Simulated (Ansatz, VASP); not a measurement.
**One calculation of TiO2, two programs**

```xyz
6
Lattice="4.5940 0.0000 0.0000 0.0000 4.5940 0.0000 0.0000 0.0000 2.9886" Properties=species:S:1:pos:R:3 pbc="T T T"
Ti    0.0000    0.0000    0.0000
Ti    2.2970    2.2970    1.4943
O     1.3985    1.3985    0.0000
O     0.8985    3.6955    1.4943
O     3.1955    3.1955    0.0000
O     3.6955    0.8985    1.4943
```

Change from the starting cell: z stretched by +1 %, ions relaxed.

Alike in both runs: functional PBE; k mesh 7 × 7 × 10; occupations fermi-dirac, width 0.02 eV; no spin polarisation.

Ansatz relaxed the structure, and its values are those at the end. VASP's run is a single point on that final structure, the one shown.

```csv
,VASP,Ansatz
version,VASP 6.6.1,Ansatz 0.2.0
potentials or method,"VASP PAW PBE potentials, release 64 (Ti_sv, O)","plane-wave PAW, scalar-relativistic"
plane-wave cutoff (eV),520,420
valence electrons in the cell,48,48
```

Ansatz gave:

* gap on the k mesh at the Fermi level (eV): 1.83
* pressure (GPa): 2.1
* rms of the force components (eV/Å): 0.013

Task: What did VASP give for the same quantities?

Result: gap on the k mesh at the Fermi level (eV): 1.81; pressure (GPa): 2.7; rms of the force components (eV/Å): 0.003.

Ansatz's warnings: stress scf threshold loose.
